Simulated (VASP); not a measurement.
# Os (P6_3/mmc) in VASP: settings compared, part 2 of 2

VASP 6.6.1. The steps go on from the part before.

## 4. Single point, PBE+D4

This run uses another cell than the first one, of 14.54 Å³/atom, 1.020 times its volume.

Input file INCAR:

```
SYSTEM = Os
ALGO = Fast
EDIFF = 1E-7
ENCUT = 520
GGA = PE
ISIF = 2
ISMEAR = -1
IVDW = 13
LASPH = .TRUE.
LCHARG = .FALSE.
LREAL = .FALSE.
LWAVE = .FALSE.
NBANDS = 15
NELM = 60
PREC = Accurate
SIGMA = 0.05
```

Input file KPOINTS:

```
k-points
0
G
  11 11 6
  0 0 0
```

Input file POSCAR:

```
Os
1.0
    2.7700791260      0.0000000000      0.0000000000
   -1.3850395630      2.3989588936      0.0000000000
    0.0000000000      0.0000000000      4.3765446767
Os
2
Direct
    0.6666666667      0.3333333333      0.7500000000
    0.3333333333      0.6666666667      0.2500000000
```

Potentials or basis: VASP PAW PBE potentials, release 64 (Os).

Run with:

```bash
$ cat potpaw_PBE.64/Os/POTCAR > POTCAR
$ mpirun -np 1 vasp_std > vasp.out
```

OUTCAR:

```text
SYSTEM = Os
   EDIFF = 1E-7
   ENCUT = 520
   GGA = PE
   ISIF = 2
   ISMEAR = -1
   IVDW = 13
   LASPH = .TRUE.
   LREAL = .FALSE.
   NELM = 60
   PREC = Accurate

 ion  position               nearest neighbor table
   1  0.667  0.333  0.750-   2 2.71   2 2.71   2 2.71   2 2.71   2 2.71   2 2.71
   2  0.333  0.667  0.250-   1 2.71   1 2.71   1 2.71   1 2.71   1 2.71   1 2.71

  LATTYP: Found a hexagonal cell.
 ALAT       =     2.7700791260
 C/A-ratio  =     1.5799348963

  Lattice vectors:

 A1 = (   2.7700791260,   0.0000000000,   0.0000000000)
 A2 = (  -1.3850395630,   2.3989588936,   0.0000000000)
 A3 = (   0.0000000000,   0.0000000000,   4.3765446767)

Analysis of symmetry for initial positions (statically):
=====================================================================
 Subroutine PRICEL returns:
 Original cell was already a primitive cell.

 Routine SETGRP: Setting up the symmetry group for a
 hexagonal supercell.

 Subroutine GETGRP returns: Found 24 space group operations
 (whereof 12 operations were pure point group operations)
 out of a pool of 24 trial point group operations.

The static configuration has the point symmetry D_3d.
 The point group associated with its full space group is D_6h.

Analysis of symmetry for dynamics (positions and initial velocities):
=====================================================================
 Subroutine PRICEL returns:
 Original cell was already a primitive cell.

 Routine SETGRP: Setting up the symmetry group for a
 hexagonal supercell.

 Subroutine GETGRP returns: Found 24 space group operations
 (whereof 12 operations were pure point group operations)
 out of a pool of 24 trial point group operations.

The dynamic configuration has the point symmetry D_3d.
 The point group associated with its full space group is D_6h.

 Subroutine INISYM returns: Found 24 space group operations
 (whereof 12 operations are pure point group operations),
 and found     1 'primitive' translations

----------------------------------------------------------------------------------------

                                     Primitive cell

  volume of cell :      29.0835

  direct lattice vectors                    reciprocal lattice vectors
     2.770079126  0.000000000  0.000000000     0.361000518  0.208423746  0.000000000
    -1.385039563  2.398958894  0.000000000     0.000000000  0.416847493  0.000000000
     0.000000000  0.000000000  4.376544677     0.000000000  0.000000000  0.228490756

  length of vectors
     2.770079126  2.770079126  4.376544677     0.416847493  0.416847493  0.228490756

  position of ions in fractional coordinates (direct lattice)
     0.666666667  0.333333333  0.750000000
     0.333333333  0.666666667  0.250000000

  ion indices of the primitive-cell ions
   primitive index   ion index
                 1           1
                 2           2

----------------------------------------------------------------------------------------

 KPOINTS: k-points

Automatic generation of k-mesh.
 Grid dimensions read from file:
[... 45 lines left out ...]
  0.181818  0.090909  0.166667     24.000000
 [... further k-points ...]
   k-points           NKPTS =     64   k-points in BZ     NKDIM =     64   number of bands    NBANDS=     15
   number of dos      NEDOS =    301   number of ions     NIONS =      2
   total plane-waves  NPLWV =  20736
   dimension x,y,z NGX =    24 NGY =   24 NGZ =   36
   dimension x,y,z NGXF=    48 NGYF=   48 NGZF=   72
   ions per type =               2
   NGX,Y,Z   is equivalent  to a cutoff of  14.40, 14.40, 13.67 a.u.
   NGXF,Y,Z  is equivalent  to a cutoff of  28.81, 28.81, 27.35 a.u.
 SYSTEM =  Os
   PREC   = accura    normal or accurate (medium, high low for compatibility)
   ISTART =      0    job   : 0-new  1-cont  2-samecut
   ICHARG =      2    charge: 1-file 2-atom 10-const
   ISPIN  =      1    spin polarized calculation?
   LNONCOLLINEAR =      F non collinear calculations
   LSORBIT =      F    spin-orbit coupling
   LASPH  =      T    aspherical Exc in radial PAW
   ENCUT  =  520.0 eV  38.22 Ry    6.18 a.u.   5.15  5.15  8.14*2*pi/ulx,y,z
   NELM   =     60;   NELMIN=  2; NELMDL= -5     # of ELM steps
   EDIFF  = 0.1E-06   stopping-criterion for ELM
   LREAL  =      F    real-space projection
   EDIFFG = 0.1E-05   stopping-criterion for IOM
   NSW    =      0    number of steps for IOM
   IBRION =     -1    ionic relax: 0-MD 1-quasi-New 2-CG
   NFREE  =      0    steps in history (QN), initial steepest desc. (CG)
   ISIF   =      2    stress and relaxation
   ISYM   =      2    0-nonsym 1-usesym 2-fastsym
   POTIM  = 0.5000    time-step for ionic-motion
   TEBEG  =    0.0;   TEEND  =   0.0 temperature during run
   PSTRESS=    0.0 pullay stress
   NELECT =      16.0000    total number of electrons
   NUPDOWN=      -1.0000    fix difference up-down
   EMIN   =  10.00;   EMAX   =-10.00  energy-range for DOS
   EFERMI =   0.00;   METHOD = LEGACY
   ISMEAR =    -1;   SIGMA  =   0.05  broadening in eV -4-tet -1-fermi 0-gaus
   EFERMI_NEDOS =   21; number of points for ismear=-14 and -15
   IALGO  =     68    algorithm
   IMIX   =      4    mixing-type and parameters
     AMIX     =   0.40;   BMIX     =  1.00
     AMIX_MAG =   1.60;   BMIX_MAG =  1.00
  volume/ion in A,a.u.               =      14.54        98.13
  Fermi-wavevector in a.u.,A,eV,Ry     =   1.341424  2.534924 24.482570  1.799418
  Thomas-Fermi vector in A             =   2.469659
   LORBIT       =      0    0 simple, 1 ext, 2 COOP (PROOUT), +10 PAW based schemes
   GGA     = PE    functional components
   LHFCALC =     F    Hartree Fock is set to
   AEXX    =    0.0000 exact exchange contribution
   IVDW    =    13    specifies the selected vdW correction
   LEPSILON=     F    determine dielectric tensor
   LRPA    =     F    only Hartree local field effects (RPA)
 non-spin polarized calculation
 RMM-DIIS sequential band-by-band and
  energy-cutoff  :      520.00
  volume of cell :       29.08
 maximum number of plane-waves:       797
 NGX is ok and might be reduce to    24
   NGX = 11   NGY = 11   NGZ = 17

 number of electron      15.9999999 magnetization

 Free energy of the ion-electron system (eV)
  ---------------------------------------------------
  ext. energy  EPLUGINS =         0.00000000
  ---------------------------------------------------
  free energy    TOTEN  =       -22.47819837 eV

  energy without entropy =      -22.46411445  energy(sigma->0) =      -22.47115641

 E-fermi :   8.8438     XC(G=0): -13.8341

 val. band max:        8.8209182907   @ k =   0.3636   0.0000   0.3333
 cond. band min:       8.9021583180   @ k =   0.3636   0.0909   0.3333
 fundamental gap:      0.0812400273
 Fermi energy:         8.8438351255

 k-point     1 :       0.0000    0.0000    0.0000
  band No.  band energies     occupation
      1      -1.7042      2.00000
      2       1.4611      2.00000
      3       6.0105      2.00000
      4       6.0105      2.00000
      5       6.2419      2.00000
      6       6.7994      2.00000
      7       6.7994      2.00000
      8       7.4087      2.00000
      9       7.4087      2.00000
     10       8.9146      0.39090
     11      10.4775      0.00000
     12      10.4775      0.00000
     13      17.5029      0.00000
     14      22.9339      0.00000
[... 401 lines left out ...]
      2       3.0029      2.00000
      3       4.3565      2.00000
      4       4.5793      2.00000
      5       5.7737      2.00000
      6       6.3535      2.00000
      7       6.8874      2.00000
      8       7.7989      2.00000
      9       8.3746      1.99983
     10       8.7268      1.82426
     11      10.8764      0.00000
     12      14.1366      0.00000
     13      19.0212      0.00000
     14      23.5299      0.00000
     15      24.6763      0.00000

 [... further k-points ...]

------------------------ aborting loop because EDIFF is reached ----------------------------------------

  DFT-D4 for vdW energy calculation

  Edisp (eV):   -1.35202

  FORCE on cell =-STRESS in cart. coord.  units (eV):
  Direction    XX          YY          ZZ          XY          YZ          ZX
  --------------------------------------------------------------------------------------
  -------------------------------------------------------------------------------------
  Total      -2.51441    -2.51441    -2.66449    -0.00000     0.00000     0.00000
  in kB    -138.51631  -138.51631  -146.78406    -0.00000     0.00000     0.00000
  external pressure =     -141.27 kB  Pullay stress =        0.00 kB

 VOLUME and BASIS-vectors are now :
 -----------------------------------------------------------------------------
  energy-cutoff  :      520.00
  volume of cell :       29.08
      direct lattice vectors                 reciprocal lattice vectors
     2.770079126  0.000000000  0.000000000     0.361000518  0.208423746  0.000000000
    -1.385039563  2.398958894  0.000000000     0.000000000  0.416847493  0.000000000
     0.000000000  0.000000000  4.376544677     0.000000000  0.000000000  0.228490756

 POSITION                                       TOTAL-FORCE (eV/Angst)
 -----------------------------------------------------------------------------------
      1.38504      0.79965      3.28241         0.000000      0.000000      0.000000
     -0.00000      1.59931      1.09414        -0.000000     -0.000000      0.000000
 -----------------------------------------------------------------------------------
    total drift:                                0.000000     -0.000000     -0.000000

  FREE ENERGIE OF THE ION-ELECTRON SYSTEM (eV)
  ---------------------------------------------------
  free  energy   TOTEN  =       -23.8302175188 eV

  energy  without entropy=      -23.8161335944  energy(sigma->0) =      -23.82317556
```

Run time: 13 s. Hardware: 1 thread of Intel Xeon 6975P-C (Granite Rapids), shared host; peak memory 0.16 GiB.

Results:

- Free energy: -23.8302 eV
- Pressure: -14.1 GPa
- Band gap on the k mesh: zero (band 8 reaches 10.84 eV, above the bottom of band 9 at 7.19 eV)
- Dispersion energy per atom: -0.676 eV

Levels at points of the mesh, in eV from the Fermi level:
```csv
k point,band 5,band 6,band 7,band 8,band 9,band 10,band 11,band 12
"(0.00, 0.00, 0.00)",-2.60,-2.04,-2.04,-1.44,-1.44,0.07,1.63,1.63
"(0.00, 0.00, 0.50)",-3.02,-3.02,-3.02,-3.02,0.87,0.87,0.87,0.87
```

Caveat: spin-orbit coupling is left out, which moves the levels of the heavy elements; pairwise dispersion overbinds metals, which lowers pressure and volume.

## 5. Single point, PBEsol+D3(BJ)

This run uses another cell than the first one, of 14.54 Å³/atom, 1.020 times its volume.

Input file INCAR:

```
PREC     = Accurate       # precision mode
ENCUT    = 520            # plane-wave cutoff, eV
EDIFF    = 1E-6           # SCF threshold, eV
ISMEAR   = -1             # smearing method
SIGMA    = 0.05           # smearing width, eV
LREAL    = False          # projectors in reciprocal space
LASPH    = True           # aspherical terms in the spheres
NELM     = 80             # most SCF steps
ALGO     = Fast           # electronic algorithm
ISIF     = 2              # what is computed and relaxed
LWAVE    = False          # write WAVECAR
LCHARG   = False          # write CHGCAR
GGA      = PS             # functional
IVDW     = 12             # dispersion correction
NBANDS   = 15             # bands
```

Input file KPOINTS:

```
Automatic mesh
0
Gamma
  11 11 6
```

POSCAR is that of step 4.

Run with:

```bash
$ cat potpaw_PBE.64/Os/POTCAR > POTCAR
$ mpirun -np 1 vasp_std > vasp.out
```

Run time: 12 s. Hardware: 1 thread of Intel Xeon 6975P-C (Granite Rapids), shared host; peak memory 0.17 GiB.

It converged, with:

```
Free energy                : -25.6884 eV
Pressure                   : -24.8 GPa
Band gap on the k mesh     : zero (band 8 reaches 10.69 eV, above the bottom of band 9 at 7.03 eV)
Dispersion energy per atom : -0.642 eV
```

Stress tensor (GPa, compression positive):
```
-24.39   0.00   0.00
  0.00 -24.39   0.00
  0.00   0.00 -25.51
```

Levels at points of the mesh, in eV from the Fermi level:
```
           k point  band 4  band 5  band 6  band 7  band 8  band 9  band 10  band 11  band 12  band 13
(0.00, 0.00, 0.00)   -2.84   -2.61   -2.05   -2.05   -1.44   -1.44     0.04     1.64     1.64     8.63
(0.00, 0.00, 0.50)   -3.37   -3.03   -3.03   -3.03   -3.03    0.88     0.88     0.88     0.88    13.78
```

Caveat: the PAW data sets were made with another functional, which shifts forces and pressure a little; spin-orbit coupling is left out, which moves the levels of the heavy elements; pairwise dispersion overbinds metals, which lowers pressure and volume.

## 6. Single point, RPBE

This run uses another cell than the first one, of 14.54 Å³/atom, 1.020 times its volume.

Input file INCAR:

```
PREC = Accurate
ENCUT = 520
EDIFF = 1E-7
ISMEAR = -1
SIGMA = 0.05
LREAL = False
LASPH = True
NELM = 60
ALGO = Normal
ISIF = 2
LWAVE = False
LCHARG = False
GGA = RP
NBANDS = 15
```

Input file KPOINTS:

```
regular mesh
0
Gamma
  11 11 6
```

POSCAR is that of step 5.

Potentials or basis: VASP PAW PBE potentials, release 64 (Os).

Run with:

```bash
$ cat potpaw_PBE.64/Os/POTCAR > POTCAR
$ mpirun -np 1 vasp_std > vasp.out
```

It took 11 s on 1 thread of Intel Xeon 6975P-C (Granite Rapids), shared host; peak memory 0.16 GiB.

The run converged. Its results:

```
Free energy            : -21.1920 eV
Pressure               : -3.4 GPa
Band gap on the k mesh : zero (band 8 reaches 10.91 eV, above the bottom of band 9 at 7.27 eV)
```

Stress tensor (GPa, compression positive):
```
-3.22  0.00  0.00
 0.00 -3.22  0.00
 0.00  0.00 -3.87
```

Levels at points of the mesh, in eV from the Fermi level:
```
           k point  band 5  band 6  band 7  band 8  band 9  band 10  band 11  band 12
(0.00, 0.00, 0.00)   -2.60   -2.04   -2.04   -1.43   -1.43     0.07     1.63     1.63
(0.00, 0.00, 0.50)   -3.02   -3.02   -3.02   -3.02    0.87     0.87     0.87     0.87
```

Caveat: the PAW data sets were made with another functional, which shifts forces and pressure a little; spin-orbit coupling is left out, which moves the levels of the heavy elements.

## 7. The runs side by side

```tsv
level	potentials or basis	cell	gap on the mesh (eV)	pressure (GPa)
SVWN5	VASP PAW PBE potentials, release 64 (Os)	a = 2.752, b = 2.752, c = 4.348 Å, angles 90.0, 90.0, 120.0°, 2 atoms	none	-15.9
LDA	VASP PAW LDA potentials, release 64 (Os)	a = 2.752, b = 2.752, c = 4.348 Å, angles 90.0, 90.0, 120.0°, 2 atoms	none	-15.7
PBE+D4	VASP PAW PBE potentials, release 64 (Os)	a = 2.770, b = 2.770, c = 4.377 Å, angles 90.0, 90.0, 120.0°, 2 atoms	none	-14.1
PBEsol+D3(BJ)	VASP PAW PBE potentials, release 64 (Os)	a = 2.770, b = 2.770, c = 4.377 Å, angles 90.0, 90.0, 120.0°, 2 atoms	none	-24.8
RPBE	VASP PAW PBE potentials, release 64 (Os)	a = 2.770, b = 2.770, c = 4.377 Å, angles 90.0, 90.0, 120.0°, 2 atoms	none	-3.4
```

Alike in all rows: task single point; no spin polarisation; k mesh 11 × 11 × 6; cutoff (eV) 520; smearing fermi-dirac 0.05 eV.

Caveats: spin-orbit coupling is left out, which moves the levels of the heavy elements; the PAW data sets were made with another functional, which shifts forces and pressure a little (some runs); pairwise dispersion overbinds metals, which lowers pressure and volume (some runs).

Total energies depend on the potentials used, so only differences within one code and one set of settings carry meaning.
